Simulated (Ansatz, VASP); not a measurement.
MgI2: VASP beside Ansatz

INCAR

```
SYSTEM = MgI2
PREC = Accurate
ENCUT = 520
EDIFF = 1E-6
ISMEAR = 0
SIGMA = 0.01
LREAL = .FALSE.
LASPH = .TRUE.
NELM = 60
ALGO = Normal
ISIF = 2
LWAVE = .FALSE.
LCHARG = .TRUE.
GGA = PE
LELF = .TRUE.
LVHAR = .TRUE.
NBANDS = 15
```

The input KPOINTS:

```
Automatic mesh
0
G
  6 6 6
  0 0 0
```

The input POSCAR:

```
MgI2
1.0
    0.0000000000      3.6870270944      3.6870270944
    3.6870270944      0.0000000000      3.6870270944
    3.6870270944      3.6870270944      0.0000000000
Mg I
1 2
Direct
    0.0000000000      0.0000000000      0.0000000000
    0.2500000000      0.2500000000      0.2500000000
    0.7500000000      0.7500000000      0.7500000000
```

Input for Ansatz:

```yaml
crystal:
  lattice:
    - [0.0, 3.6870270944, 3.6870270944]
    - [3.6870270944, 0.0, 3.6870270944]
    - [3.6870270944, 3.6870270944, 0.0]
  atoms:
    - { symbol: Mg, position: [0.0, 0.0, 0.0] }
    - { symbol: I, position: [0.25, 0.25, 0.25] }
    - { symbol: I, position: [0.75, 0.75, 0.75] }
kpoints:
  mp_grid: { grid: [6, 6, 6] }
hamiltonian:
  xc: pbe
scf:
  occupations: { method: fixed }
  n_extra_bands: 4
output:
  forces: true
  stress: true
  eigenvalues: true
```

Alike in both runs: task single point; functional PBE; k mesh 6 × 6 × 6; no spin polarisation.

```csv
,VASP,Ansatz
version,VASP 6.6.1,Ansatz 0.2.0
potentials or method,"VASP PAW PBE potentials, release 64 (Mg, I)","plane waves, PAW"
plane-wave cutoff (eV),520,420
occupations,"gaussian, width 0.01 eV",fixed
valence electrons in the cell,16,44
```

|  | VASP | Ansatz | Ansatz less VASP |
| --- | --- | --- | --- |
| gap on the k mesh at the Fermi level (eV) | 0.69 | 0.72 | +0.027 |
| pressure (GPa) | 2.0 | 2.1 | +0.05 |

VASP's potentials hold 16 valence electrons a cell and Ansatz's 44, so a difference there can come from the potentials and not from the codes.

Spin-orbit coupling is off throughout.
